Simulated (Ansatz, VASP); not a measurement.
# Two plane-wave programs on LaIr5

INCAR

```
SYSTEM = LaIr5
PREC     = Accurate       ! precision mode
ENCUT    = 520            ! plane-wave cutoff, eV
EDIFF    = 1E-6           ! SCF threshold, eV
ISMEAR   = -1             ! smearing method
SIGMA    = 0.1            ! smearing width, eV
LREAL    = .FALSE.        ! projectors in reciprocal space
LASPH    = .TRUE.         ! aspherical terms in the spheres
NELM     = 60             ! most SCF steps
ALGO     = Normal         ! electronic algorithm
ISIF     = 2              ! what is computed and relaxed
LWAVE    = .FALSE.        ! write WAVECAR
LCHARG   = .TRUE.         ! write CHGCAR
GGA      = CA             ! functional
LELF     = .TRUE.         ! ELF
LVHAR    = .TRUE.       
NBANDS   = 37             ! bands
```

The input KPOINTS:

```
Automatic mesh
0
G
  5 5 6
  0 0 0
```

File POSCAR:

```
LaIr5
1.0
    5.3367014341      0.0000000000      0.0000000000
   -2.6683507171      4.6217192132      0.0000000000
    0.0000000000      0.0000000000      4.1752132111
La Ir
1 5
Direct
    0.0000000000      0.0000000000      0.0000000000
    0.5000000000      0.0000000000      0.5000000000
    0.5000000000      0.5000000000      0.5000000000
    0.0000000000      0.5000000000      0.5000000000
    0.3333333333      0.6666666667      0.0000000000
    0.6666666667      0.3333333333      0.0000000000
```

Input for Ansatz:

```yaml
crystal:
  lattice:
    - [5.33670143412366, 0.0, 0.0]
    - [-2.66835071706183, 4.621719213185347, 0.0]
    - [0.0, 0.0, 4.175213211135187]
  atoms:
    - { symbol: La, position: [0.0, 0.0, 0.0] }
    - { symbol: Ir, position: [0.5, 0.0, 0.5] }
    - { symbol: Ir, position: [0.5, 0.5, 0.5] }
    - { symbol: Ir, position: [0.0, 0.5, 0.5] }
    - { symbol: Ir, position: [0.3333333333333333, 0.6666666666666666, 0.0] }
    - { symbol: Ir, position: [0.6666666666666666, 0.3333333333333333, 0.0] }
basis:
  ecutwfc: 420.0
kpoints:
  mp_grid:
    grid: [5, 5, 6]
hamiltonian:
  xc: lda
  pseudopotentials:
    kind: paw
scf:
  occupations:
    method: fermi_dirac
    width: 0.1
output:
  stress: true
```

Alike in both runs: task single point; functional LDA; k mesh 5 × 5 × 6; occupations fermi-dirac, width 0.1 eV; no spin polarisation.

|  | VASP | Ansatz |
| --- | --- | --- |
| version | VASP 6.6.1 | Ansatz 0.2.0 |
| potentials or method | VASP PAW LDA potentials, release 64 (La, Ir), cutoff 520 eV | plane waves, PAW |
| valence electrons in the cell | 56 | 96 |

VASP gave:

```
pressure (GPa)                                                : 3.1
traceless stress, the component that is largest in VASP (GPa) : 6.50
```

Problem. Estimate Ansatz's values.

Solution. Pressure (GPa): 1.7; traceless stress, the component that is largest in VASP (GPa): 6.15.

LDA's correlation is that of Perdew and Zunger in VASP and of Perdew and Wang (1992) in Ansatz. VASP's potentials hold 56 valence electrons a cell and Ansatz's 96, so a difference there can come from the potentials and not from the codes.

Spin-orbit coupling is off throughout.
